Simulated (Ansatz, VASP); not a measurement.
# CsPbBr3 in VASP and in Ansatz

File INCAR:

```
ALGO = Normal ; EDIFF = 1E-7
ENCUT = 520 ; GGA = PE
ISIF = 2 ; ISMEAR = -1
LASPH = T ; LCHARG = T
LELF = T ; LREAL = F
LVHAR = T ; LWAVE = F
NBANDS = 30 ; NELM = 80
PREC = Accurate ; SIGMA = 0.1
```

KPOINTS

```
k-points
0
Gamma
  3 3 3
```

The input POSCAR:

```
CsPbBr3
1.0
    5.5570850000      0.0000000000      0.0000000000
    0.0000000000      5.5570850000      0.0000000000
    0.0000000000      0.0000000000      5.5570850000
Pb Cs Br
1 1 3
Direct
    0.5000000000      0.5000000000      0.5000000000
    0.0000000000      0.0000000000      0.0000000000
    0.0000000000      0.5000000000      0.5000000000
    0.5000000000      0.0000000000      0.5000000000
    0.5000000000      0.5000000000      0.0000000000
```

Input for Ansatz:

```yaml
crystal:
  lattice:
    - [5.557085, 0.0, 0.0]
    - [0.0, 5.557085, 0.0]
    - [0.0, 0.0, 5.557085]
  atoms:
    - { symbol: Pb, position: [0.5, 0.5, 0.5] }
    - { symbol: Cs, position: [0.0, 0.0, 0.0] }
    - { symbol: Br, position: [0.0, 0.5, 0.5] }
    - { symbol: Br, position: [0.5, 0.0, 0.5] }
    - { symbol: Br, position: [0.5, 0.5, 0.0] }
  symmetry: { tolerance: 0.0003 }
kpoints:
  mp_grid: { grid: [3, 3, 3], shift: [0, 0, 0] }
magnetization:
  spin_polarized: false
scf:
  occupations: { method: fermi_dirac }
hamiltonian:
  pseudopotentials: { kind: paw }
  xc: pbe
basis:
  ecutwfc: 420
output:
  forces: true
  stress: true
  eigenvalues: true
```

Alike in both runs: task single point; functional PBE; k mesh 3 × 3 × 3; no spin polarisation.

```csv
,VASP,Ansatz
version,VASP 6.6.1,Ansatz 0.2.0
potentials or method,"VASP PAW PBE potentials, release 64 (Pb_d, Cs_sv, Br), cutoff 520 eV",PAW plane waves
occupations,"fermi-dirac, width 0.1 eV",fermi-dirac
valence electrons in the cell,44,44
```

VASP gave:

```
gap on the k mesh at the Fermi level (eV) : 3.93
pressure (GPa)                            : 6.8
```

Problem. Which values does Ansatz return?

Solution. gap on the k mesh at the Fermi level (eV): 3.92; pressure (GPa): 6.8.

Neither program's run includes spin-orbit coupling.
